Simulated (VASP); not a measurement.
Here is a VASP 6.6.1 calculation.

Contents of INCAR:

```
SYSTEM = BaHfH6
ALGO = Normal ; EDIFF = 1E-6
EDIFFG = -0.01 ; ENCUT = 600
GGA = PE ; IBRION = 2
ISIF = 3 ; ISMEAR = 0
LASPH = .TRUE. ; LCHARG = .FALSE.
LREAL = .FALSE. ; LWAVE = .FALSE.
NELM = 60 ; NSW = 100
PREC = Accurate ; SIGMA = 0.02
```

File KPOINTS:

```
k-points
0
G
  8 6 6
  0 0 0
```

POSCAR

```
BaHfH6
1.0
    3.3845540182      0.0000000000      0.0000000000
    0.0000000000      3.6128569165      3.9545713782
    0.0000000000     -3.6128569165      3.9545713782
Ba Hf H
1 1 6
Direct
    0.5000000000      0.5554104979      0.5554104979
    0.0000000000      0.9976825590      0.9976825590
    0.5000000000      0.7674161957      0.0551064884
    0.5000000000      0.0551064884      0.7674161957
    0.5000000000      0.1581987725      0.1581987725
    0.0000000000      0.8640426986      0.3400391409
    0.0000000000      0.3400391409      0.8640426986
    0.0000000000      0.7621411138      0.7621411138
```

Potentials or basis: VASP PAW PBE potentials, release 64 (Ba_sv, Hf_pv, H).

Command:

```console
$ cat potpaw_PBE.64/Ba_sv/POTCAR potpaw_PBE.64/Hf_pv/POTCAR potpaw_PBE.64/H/POTCAR > POTCAR
$ mpirun -np 1 vasp_std > vasp.out
```

(1) Predict the space group after relaxing (to 0.1 Å).

(2) Predict the relaxed cell.

## Answers

(1) Amm2 (No. 38).

(2) a = 3.397 Å, b = 5.383 Å, c = 5.383 Å, α = 84.86°, β = 90.00°, γ = 90.00°.
